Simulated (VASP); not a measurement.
Here is a VASP 6.6.1 calculation.

The input INCAR:

```
ALGO = Normal ; EDIFF = 1E-7
EDIFFG = -0.04 ; ENCUT = 500
GGA = PE ; GGA_COMPAT = False
IBRION = 2 ; ISIF = 3
ISMEAR = 0 ; LASPH = True
LCHARG = False ; LREAL = False
LWAVE = False ; NELM = 120
NELMIN = 4 ; NSW = 90
PREC = Accurate ; SIGMA = 0.1
```

File KPOINTS:

```
k-points
0
Gamma
  6 6 4
```

File POSCAR:

```
Ga3Sb
1.0
    5.0686151900      0.0000000000      0.0000000000
   -2.5343076000      4.3895495200      0.0000000000
    0.0000000000      0.0000000000      4.6256842400
Ga Sb
3 1
Direct
    0.5000000000      0.0000000000      0.2447805100
    0.0000000000      0.5000000000      0.2447805100
    0.5000000000      0.5000000000      0.2447805100
    0.0000000000      0.0000000000      0.1404091500
```

Potentials or basis: VASP PAW PBE potentials, release 64 (Ga_d, Sb_d_GW).

Run with:

```sh
$ cat potpaw_PBE.64/Ga_d/POTCAR potpaw_PBE.64/Sb_d_GW/POTCAR > POTCAR
$ mpirun -np 1 vasp_std > vasp.out
```

(1) Predict the band gap on the k mesh.

(2) Estimate the space group after relaxing (to 0.1 Å).

Results:

(1) zero (bands 27 and 28 overlap by 5.01 eV).

(2) P6/mmm (No. 191).

Caveat: a cell axis changed by over 15 % at a fixed basis, so the end point is rough; spin-orbit coupling is left out, which moves the levels of the heavy elements.
